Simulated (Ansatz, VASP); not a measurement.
# Two plane-wave programs on Ag

File INCAR:

```
SYSTEM = Ag
ALGO = Normal
EDIFF = 1E-7
ENCUT = 520
GGA = PE
ISIF = 2
ISMEAR = -1
LASPH = .TRUE.
LCHARG = .TRUE.
LELF = .TRUE.
LREAL = .FALSE.
LVHAR = .TRUE.
LWAVE = .FALSE.
NBANDS = 18
NELM = 60
PREC = Accurate
SIGMA = 0.1
```

The input KPOINTS:

```
k-points
0
G
  14 14 8
  0 0 0
```

The input POSCAR:

```
Ag
1.0
    3.0585621560      0.0000000000      0.0000000000
   -1.5292810780      2.6487925261      0.0000000000
    0.0000000000      0.0000000000      4.9529191255
Ag
2
Direct
    0.3333333333      0.6666666667      0.2500000000
    0.6666666667      0.3333333333      0.7500000000
```

Input for Ansatz:

```yaml
crystal:
  lattice:
    - [3.058562156, 0.0, 0.0]
    - [-1.529281078, 2.6487925261, 0.0]
    - [0.0, 0.0, 4.9529191255]
  atoms:
    - { symbol: Ag, position: [0.3333333333, 0.6666666667, 0.25] }
    - { symbol: Ag, position: [0.6666666667, 0.3333333333, 0.75] }
hamiltonian:
  xc: pbe
  pseudopotentials:
    kind: paw
    azcp:
      Ag: "pseudopotentials/Ag.paw.azcp"
basis:
  ecutwfc: 420
  fft_grid_basis: typed
kpoints:
  mp_grid: { grid: [14, 14, 8], shift: [0, 0, 0] }
magnetization:
  spin_polarized: false
scf:
  occupations: { method: fermi_dirac, width: 0.1 }
  lower_state_search: "off"
output:
  stress: true
```

Alike in both runs: task single point; functional PBE; k mesh 14 × 14 × 8; occupations fermi-dirac, width 0.1 eV; no spin polarisation.

```csv
,VASP,Ansatz
version,VASP 6.6.1,Ansatz 0.2.0
potentials or method,"VASP PAW PBE potentials, release 64 (Ag), cutoff 520 eV","plane waves (420 eV) with PAW, scalar-relativistic"
valence electrons in the cell,22,38
```

```tsv
	VASP	Ansatz	Ansatz less VASP
pressure (GPa)	-7.5	-7.4	+0.03
traceless stress, the component that is largest in VASP (GPa)	0.22	0.22	+0.004
```

The functional is the same, so the differences come from potentials, cutoffs and numerics. VASP's potentials hold 22 valence electrons a cell and Ansatz's 38, so a difference there can come from the potentials and not from the codes.
